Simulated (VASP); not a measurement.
A run of VASP 6.6.1 is set up as follows.

The input INCAR:

```
ALGO = Normal
EDIFF = 1E-6
ENCUT = 520
GGA = PE
ISIF = 2
ISMEAR = 0
LASPH = True
LCHARG = False
LREAL = False
LWAVE = False
NBANDS = 21
NELM = 60
PREC = Accurate
SIGMA = 0.1
```

KPOINTS

```
k-points
0
Gamma
  6 6 2
```

The input POSCAR:

```
Al2BN3
1.0
    3.2046086500      0.0000000000      0.0000000000
   -1.6023043300      2.7752725000      0.0000000000
    0.0000000000      0.0000000000      7.8496560200
Al B N
2 1 3
Direct
    0.0000000000      0.0000000000      0.0000000000
    0.6666666700      0.3333333300      0.3333333300
    0.3333333300      0.6666666700      0.6666666700
    0.6666666700      0.3333333300      0.0833333300
    0.3333333300      0.6666666700      0.4166666700
    0.0000000000      0.0000000000      0.7500000000
```

Potentials or basis: VASP PAW PBE potentials, release 64 (Al, B, N).

The run is started by

```console
$ cat potpaw_PBE.64/Al/POTCAR potpaw_PBE.64/B/POTCAR potpaw_PBE.64/N/POTCAR > POTCAR
$ mpirun -np 1 vasp_std > vasp.out
```

**Question.** What does it give for the largest force?

**Answer.** 1.940 eV/Å.

**Question.** Estimate the band gap on the k mesh.

**Answer.** 2.16 eV.

**Question.** Estimate the pressure.

**Answer.** -31.4 GPa.

Stress tensor (GPa, compression positive):
```
-31.02   0.00   0.00
  0.00 -31.02   0.00
  0.00   0.00 -32.28
```

Caveat: the cell stands under tension; forces of over 1 eV/Å act on the atoms, so gaps and moduli don't describe the material at rest.
